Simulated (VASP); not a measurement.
A run of VASP 6.6.1 is set up as follows.

The input INCAR:

```
  PREC = Accurate
  ENCUT = 520
  EDIFF = 1E-6
  ISMEAR = 0
  SIGMA = 0.15
  LREAL = F
  LASPH = T
  NELM = 100
  ALGO = Fast
  ISIF = 2
  LWAVE = F
  LCHARG = F
  GGA = PS
  NBANDS = 19
```

KPOINTS

```
Automatic mesh
0
Gamma
  18 18 18
```

Contents of POSCAR:

```
Ti
1.0
    0.0000000000     -3.2102321259      0.0000000000
   -3.2102321259      0.0000000000      0.0000000000
    0.0000000000      0.0000000000     -3.2102321259
Ti
2
Direct
    0.5000000000      0.5000000000      0.5311503954
    0.0000000000      0.0000000000     -0.0311503954
```

Potentials or basis: VASP PAW PBE potentials, release 64 (Ti_sv).

The run is started by

```bash
$ cat potpaw_PBE.64/Ti_sv/POTCAR > POTCAR
$ mpirun -np 1 vasp_std > vasp.out
```

Estimate the pressure.

0.6 GPa.

What does it give for the largest force?

0.980 eV/Å.

Stress tensor (GPa, compression positive):
```
 0.89  0.00  0.00
 0.00  0.89  0.00
 0.00  0.00 -0.09
```

Caveat: the cell differs from its parent crystal (atoms displaced along a vibrational mode); the PAW data sets were made with another functional, which shifts forces and pressure a little.
